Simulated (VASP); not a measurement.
Here is a VASP 6.6.1 calculation.

File INCAR:

```
PREC = Accurate
ENCUT = 520
EDIFF = 1E-6
ISMEAR = 0
SIGMA = 0.15
LREAL = False
LASPH = True
NELM = 60
ALGO = Fast
ISIF = 2
LWAVE = False
LCHARG = True
GGA = PS
LELF = True
LVHAR = True
NBANDS = 16
```

Contents of KPOINTS:

```
regular mesh
0
Gamma
  20 20 20
```

Contents of POSCAR:

```
AlRu
1.0
    2.9764078228      0.0000000000      0.0000000000
    0.0000000000      2.9317617055      0.0000000000
    0.0000000000      0.0000000000      2.9764078228
Al Ru
1 1
Direct
    0.0000000000      0.0000000000      0.0000000000
    0.5000000000      0.5000000000      0.5000000000
```

Potentials or basis: VASP PAW PBE potentials, release 64 (Al, Ru_pv).

Launch:

```sh
$ cat potpaw_PBE.64/Al/POTCAR potpaw_PBE.64/Ru_pv/POTCAR > POTCAR
$ mpirun -np 1 vasp_std > vasp.out
```

(1) Predict the band gap on the k mesh.

(2) Predict the pressure.

## Answers

(1) zero (an odd number of electrons rules out a gap without spin polarisation).

(2) 3.5 GPa.

Caveat: the cell differs from its parent crystal (strain -0.0150 x Voigt [0, 1, 0, 0, 0, 0]); the cell stands under pressure; the PAW data sets were made with another functional, which shifts forces and pressure a little.
